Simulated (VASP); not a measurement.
Set up this calculation in VASP 6.6.1, as the native input.

```
Task                   : single point
Functional             : PBEsol
Potentials or basis    : VASP PAW PBE potentials, release 64 (Ba_sv, S)
Cutoff                 : 520 eV
k mesh                 : 6 × 6 × 6
Occupations            : gaussian, width 0.05 eV
Spin                   : no spin polarisation
Dipole correction      : no
Further INCAR settings : ALGO = Normal; EDIFF = 1e-07; NBANDS = 15
```

The structure of BaS lies in POSCAR:

```
BaS
1.0
    0.0000000000      3.1446850078      3.1446850078
    3.1446850078      0.0000000000      3.1446850078
    3.1446850078      3.1446850078      0.0000000000
Ba S
1 1
Direct
    0.5000000000      0.5000000000      0.5000000000
    0.0000000000      0.0000000000      0.0000000000
```

This cell differs from its parent crystal: volume scaled by 0.98.

The input as run:

INCAR

```
PREC = Accurate
ENCUT = 520
EDIFF = 1E-7
ISMEAR = 0
SIGMA = 0.05
LREAL = False
LASPH = True
NELM = 60
ALGO = Normal
ISIF = 2
LWAVE = False
LCHARG = False
GGA = PS
NBANDS = 15
```

KPOINTS

```
Automatic mesh
0
Gamma
  6 6 6
```

Potentials or basis: VASP PAW PBE potentials, release 64 (Ba_sv, S).

The run is started by

```bash
$ cat potpaw_PBE.64/Ba_sv/POTCAR potpaw_PBE.64/S/POTCAR > POTCAR
$ mpirun -np 1 vasp_std > vasp.out
```

Results of the run:

```yaml
Pressure: 1.7 GPa
Band_gap_on_the_k_mesh: 1.89 eV, indirect (least direct gap 2.00 eV)
```

Caveat: the PAW data sets were made with another functional, which shifts forces and pressure a little; spin-orbit coupling is left out, which moves the levels of the heavy elements.

Wall time 28 s on 1 thread of Intel(R) Xeon(R) Platinum 8259CL CPU @ 2.50GHz (Skylake/Cascade Lake) (shared host), peak memory 0.2 GiB.
